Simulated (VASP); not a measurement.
The system is BN.

```
B N
1.0
     1.24465    0.71860    3.27182
    -1.24465    0.71860    3.27182
     0.00000   -1.43719    3.27182
B N
1 1
Direct
  0.99970 0.99970 0.99970
  0.33274 0.33274 0.33274
```

This cell differs from its parent crystal: volume scaled by 0.98.

| Property | Result |
| --- | --- |
| Program | VASP 6.6.1 |
| Task | relaxation of shape and atoms at fixed volume |
| Functional | PBE |
| Dispersion | D3(BJ) |
| Potentials or basis | VASP PAW PBE potentials, release 64 (B, N) |
| Cutoff | 600 eV |
| k mesh | 12 × 12 × 12 |
| Occupations | gaussian, width 0.01 eV |
| Spin | no spin polarisation |

At the start: pressure 5.0 GPa; volume 8.78 Å³/atom.

**Question.** How do energy, volume and symmetry change on relaxing?

**Answer.** Over 6 steps the energy falls by 2.6 meV/atom; space group R3m (No. 160, to 0.05 Å).

Step by step:
```tsv
step	energy change (eV)	largest force (eV/Å)	pressure (GPa)	volume (Å³)
1	0.0000	0.0022	5.00	17.56
2	-0.0052	0.0081	0.07	17.56
3	-0.0052	0.0077	0.38	17.56
4	-0.0052	0.0078	0.29	17.56
5	-0.0052	0.0017	0.38	17.56
6	-0.0052	0.0006	0.37	17.56
```

Final structure:
```
B N
1.0
     1.25255    0.72316    3.23068
    -1.25255    0.72316    3.23068
     0.00000   -1.44632    3.23068
B N
1 1
Direct
  0.99974 0.99974 0.99974
  0.33269 0.33269 0.33269
```

Caveat: the cell differs from its parent crystal (volume scaled by 0.98).
